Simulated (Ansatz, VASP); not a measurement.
## Two plane-wave programs on In

```
In
1.0
     3.87263    0.00000    0.00000
     0.00000    3.87263    0.00000
     0.00000    0.00000    3.69968
In
2
Direct
  0.50000 0.00000 0.24992
  0.00000 0.50000 0.75008
```

Alike in both runs: functional PBE; k mesh 14 × 14 × 16; occupations gaussian, width 0.1 eV; no spin polarisation.

Ansatz relaxed the structure, and its values are those at the end. VASP's run is a single point on that final structure, the one shown.

|  | VASP | Ansatz |
| --- | --- | --- |
| version | VASP 6.6.1 | Ansatz 0.2.0 |
| potentials or method | VASP PAW PBE potentials, release 64 (In_d), cutoff 520 eV | scalar-relativistic, plane waves, PAW |
| valence electrons in the cell | 26 | 26 |

Ansatz gave:

* gap on the k mesh at the Fermi level (eV): none
* pressure (GPa): 0.0

Problem. What did VASP give for the same quantities?

Solution. gap on the k mesh at the Fermi level (eV): none; pressure (GPa): 0.1.

A gap of «none» marks a metal or a gap that the smearing closes.
